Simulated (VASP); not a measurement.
The system is SnO.

```xyz
4
Lattice="3.8390 0.0000 0.0000 0.0000 3.8390 0.0000 0.0000 0.0000 4.9193" Properties=species:S:1:pos:R:3 pbc="T T T"
Sn    1.9195    0.0000    3.7614
Sn    0.0000    1.9195    1.1579
O     0.0000    0.0000    0.0000
O     1.9195    1.9195    0.0000
```

This cell differs from its parent crystal: volume scaled by 1.02.

Base run:

```yaml
Program: VASP 6.6.1
Functional: PBEsol
Potentials_or_basis: VASP PAW PBE potentials, release 64 (Sn_d, O)
Cutoff: 520 eV
k_mesh: 7 × 7 × 6
Occupations: fermi-dirac, width 0.05 eV
Spin: no spin polarisation
```

Its results: band gap on the k mesh 0.43 eV, indirect (least direct gap 1.96 eV); pressure -2.1 GPa; largest force 0.109 eV/Å.

Question: After a change of settings the same cell gave: band gap on the k mesh 0.45 eV, indirect (least direct gap 2.02 eV); pressure -0.1 GPa; largest force 0.196 eV/Å. Which change was it?
A. functional from PBEsol to r2SCAN; further incar settings from ALGO = Normal; EDIFF = 1e-06; NBANDS = 28 to ALGO = Normal; EDIFF = 1e-07; NBANDS = 28
B. functional from PBEsol to LDA; potentials or basis from VASP PAW PBE potentials, release 64 (Sn_d, O) to VASP PAW LDA potentials, release 64 (Sn_d, O)
C. functional from PBEsol to PBE; dispersion from none to D3(BJ)
D. dispersion from none to D4

Answer: C.

Caveats: spin-orbit coupling is left out, which moves the levels of the heavy elements; the PAW data sets were made with another functional, which shifts forces and pressure a little (some runs).
